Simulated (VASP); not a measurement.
A run of VASP 6.6.1:

File INCAR:

```
PREC = Accurate
ENCUT = 500
EDIFF = 1E-6
ISMEAR = 0
SIGMA = 0.15
LREAL = False
LASPH = True
NELM = 120
ALGO = Normal
ISIF = 2
LWAVE = False
LCHARG = True
GGA = PE
LELF = True
LVHAR = True
NBANDS = 24
GGA_COMPAT = False
```

File KPOINTS:

```
regular mesh
0
Gamma
  4 4 2
```

POSCAR

```
In2SiH2
1.0
    4.6360713685      0.0000000000      0.0000000000
   -2.3180356842      4.0149555788      0.0000000000
    0.0000000000      0.0000000000      5.2711101614
In Si H
2 1 2
Direct
    0.6666666667      0.3333333333      0.0000000000
    0.0000000000      0.0000000000      0.5000000000
    0.3333333333      0.6666666667      0.5000000000
    0.6666666667      0.3333333333      0.5760459057
    0.6666666667      0.3333333333      0.4239540943
```

Potentials or basis: VASP PAW PBE potentials, release 64 (In_d, Si, H).

Run with:

```sh
$ cat potpaw_PBE.64/In_d/POTCAR potpaw_PBE.64/Si/POTCAR potpaw_PBE.64/H/POTCAR > POTCAR
$ mpirun -np 1 vasp_std > vasp.out
```

Hardware: 1 thread of Intel Xeon 8259CL, on a shared host.

Question: Estimate the wall time of this run.

Answer: It took 47 s on 1 thread of Intel Xeon 8259CL, with other jobs on the host, peak memory 0.22 GiB. Counts: scf iterations 14, k points 8.
